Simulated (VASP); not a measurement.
Write the native input for VASP 6.6.1 that does the following.

```
Task                   : single point
Functional             : PBE
Potentials or basis    : VASP PAW PBE potentials, release 64 (La)
Cutoff                 : 520 eV
k mesh                 : 17 × 17 × 17
Occupations            : fermi-dirac, width 0.05 eV
Spin                   : no spin polarisation
Dipole correction      : no
Further INCAR settings : ALGO = Normal; EDIFF = 1e-06; NBANDS = 12
```

The structure of La lies in POSCAR:

```
La
1.0
   -1.5740153992      1.5740153992      1.5740153992
    1.5740153992     -1.5740153992      1.5740153992
    1.5740153992      1.5740153992     -1.5740153992
La
1
Direct
    0.0000000000      0.0000000000      0.0000000000
```

This isn't the form of La at room conditions, which is double hcp.

These files were run (other wordings do the same):

INCAR

```
ALGO     = Normal         # electronic algorithm
EDIFF    = 1E-6           # SCF threshold, eV
ENCUT    = 520            # plane-wave cutoff, eV
GGA      = PE             # functional
ISIF     = 2              # what is computed and relaxed
ISMEAR   = -1             # smearing method
LASPH    = True           # aspherical terms in the spheres
LCHARG   = False          # write CHGCAR
LREAL    = False          # projectors in reciprocal space
LWAVE    = False          # write WAVECAR
NBANDS   = 12             # bands
NELM     = 60             # most SCF steps
PREC     = Accurate       # precision mode
SIGMA    = 0.05           # smearing width, eV
```

KPOINTS

```
k-points
0
Gamma
  17 17 17
```

Potentials or basis: VASP PAW PBE potentials, release 64 (La).

Run with:

```sh
$ cat potpaw_PBE.64/La/POTCAR > POTCAR
$ mpirun -np 1 vasp_std > vasp.out
```

Results of the run:

* Pressure: 130.6 GPa
* Band gap on the k mesh: zero (an odd number of electrons rules out a gap without spin polarisation)

Caveat: the cell stands under pressure; spin-orbit coupling is left out, which moves the levels of the heavy elements.

Run time: 14 s on 1 thread of AMD EPYC 9R45 96-Core Processor (Zen 5), on a shared host, peak memory 0.13 GiB.
